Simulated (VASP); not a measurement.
Runs of VASP 6.6.1 on TiSi2. The structure is that of space group Fddd (No. 70), or close to it. The cells are those of the table. 

| task | cell | gap on the mesh (eV) | pressure (GPa) | largest force (eV/Å) |
| --- | --- | --- | --- | --- |
| single point | a = 5.956, b = 4.905, c = 4.780 Å, angles 75.0, 52.5, 50.6°, 6 atoms | none | 2.3 | 0.24 |
| electric field gradients | a = 5.956, b = 4.905, c = 4.780 Å, angles 75.0, 52.5, 50.6°, 6 atoms | none | 2.3 | 0.24 |
| electric field gradients | a = 6.004, b = 4.949, c = 4.822 Å, angles 75.8, 53.0, 51.1°, 6 atoms | none | -3.2 | 0.19 |
| electric field gradients | a = 5.955, b = 4.896, c = 4.807 Å, angles 75.7, 52.8, 51.5°, 6 atoms | none | -0.4 | 0.18 |
| electric field gradients | a = 5.869, b = 4.861, c = 4.664 Å, angles 76.0, 53.5, 50.5°, 6 atoms | none | (a) | 0.25 |

Alike in all rows: level PBE; potentials or basis VASP PAW PBE potentials, release 64 (Ti_sv, Si); no spin polarisation; k mesh 8 × 8 × 8; cutoff (eV) 520; smearing fermi-dirac 0.08 eV.

Problem. Estimate the missing entries.

Solution. (a) 8.5.

Caveats: the cell stands under tension (at least some runs); the stress differs along the axes, from 4 to 11 GPa (at least some runs).

A gap of «none» marks levels without a gap at the run's occupations.
